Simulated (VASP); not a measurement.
The system is BaTiO3.

```
Ba Ti O
1.0
     3.96320    0.00000    0.00000
     0.00000    2.85788    2.87420
     0.00000   -2.85788    2.87420
Ba Ti O
1 1 3
Cartesian
  0.0000 0.0000 0.0285
  1.9816 0.0000 2.9924
  1.9816 1.3889 4.2180
  1.9816 -1.3889 4.2180
  0.0000 0.0000 2.7985
```

Base run:

```yaml
Program: VASP 6.6.1
Functional: r2SCAN
Potentials_or_basis: VASP PAW PBE potentials, release 64 (Ba_sv, Ti_sv, O)
Cutoff: 520 eV
k_mesh: 6 × 6 × 6
Occupations: fermi-dirac, width 0.02 eV
Spin: no spin polarisation
```

Its results: band gap on the k mesh 2.64 eV (least direct gap 3.12 eV); pressure 1.9 GPa; largest force 0.174 eV/Å.

Problem. The run is repeated on the same cell with these changes: functional from r2SCAN to PBE; further incar settings from ALGO = Normal; EDIFF = 1e-06; NBANDS = 28 to ALGO = Normal; EDIFF = 1e-07; NBANDS = 28. What comes out?

Solution. Band gap on the k mesh 2.24 eV (least direct gap 2.70 eV); pressure 4.9 GPa; largest force 0.155 eV/Å.

Caveats: spin-orbit coupling is left out, which moves the levels of the heavy elements; the PAW data sets were made with another functional, which shifts forces and pressure a little (at least some runs); the cell stands under pressure (at least some runs).

A k mesh can miss the band edges.
